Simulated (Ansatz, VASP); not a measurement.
## Two plane-wave programs on BiTe

```
Bi Te
1.0
     2.34655    1.35478    3.53071
    -2.34655    1.35478    3.53071
     0.00000   -2.70956    3.53071
Bi Te
1 1
Direct
  0.50000 0.50000 0.50000
  0.00000 0.00000 0.00000
```

Alike in both runs: task single point; functional PBE; k mesh 18 × 18 × 18; occupations gaussian, width 0.15 eV; no spin polarisation.

```csv
,VASP,Ansatz
version,VASP 6.6.1,Ansatz 0.2.0
potentials or method,"VASP PAW PBE potentials, release 64 (Bi_d, Te), cutoff 520 eV","scalar-relativistic, plane waves, PAW"
valence electrons in the cell,21,31
```

```tsv
	VASP	Ansatz	Ansatz less VASP
gap on the k mesh at the Fermi level (eV)	none	none	-
pressure (GPa)	0.7	0.8	+0.08
traceless stress, the component that is largest in VASP (GPa)	-0.18	-0.18	0.000
```

A gap of «none» marks a metal or a gap that the smearing closes. With one functional, cell and mesh, what is left measures potentials, basis and numerics. VASP's potentials hold 21 valence electrons a cell and Ansatz's 31, so a difference there can come from the potentials and not from the codes.

Neither program's run includes spin-orbit coupling.
